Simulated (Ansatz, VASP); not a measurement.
# Two plane-wave programs on BaTiO3

```xyz
5
Lattice="4.0073 0.0000 0.0000 0.0000 4.0073 0.0000 0.0000 0.0000 4.0073" Properties=species:S:1:pos:R:3 pbc="T T T"
Ba    2.0398    1.8245    2.0304
Ti    3.7818    0.2804    3.8242
O     2.0859    0.0274    0.2221
O     0.0507    1.9715    0.2113
O     0.0563    3.9108    1.7266
```

Alike in both runs: functional r2SCAN; k mesh 7 × 7 × 7; occupations fermi-dirac, width 0.05 eV; no spin polarisation; Hubbard terms Ti d U = 5.0 eV.

|  | VASP | Ansatz |
| --- | --- | --- |
| version | VASP 6.6.1 | Ansatz 0.2.0 |
| potentials or method | VASP PAW PBE potentials, release 64 (Ba_sv, Ti_sv, O) | Ansatz PAW |
| plane-wave cutoff (eV) | 520 | 500 |
| valence electrons in the cell | 40 | 40 |
| task | single point | projected density of states |

```csv
,VASP,Ansatz,Ansatz less VASP
gap on the k mesh at the Fermi level (eV),3.65,3.61,-0.046
least direct gap on the mesh (eV),3.92,3.75,-0.172
pressure (GPa),16.5,11.3,-5.20
"traceless stress, the component that is largest in VASP (GPa)",-10.06,-8.87,+1.187
rms of the force components (eV/Å),2.343,2.044,-0.2988
```

VASP's potentials were made for PBE, not for r2SCAN. The programs project onto different local orbitals, so the same U acts differently, and such runs can settle in different states. Atom by atom the forces differ by 0.530 eV/Å (rms over components).

Neither program's run includes spin-orbit coupling. Noted on Ansatz's run: odd divisions of the mesh miss points on the zone boundary, where band edges often lie, so the gap on the mesh can be too wide.
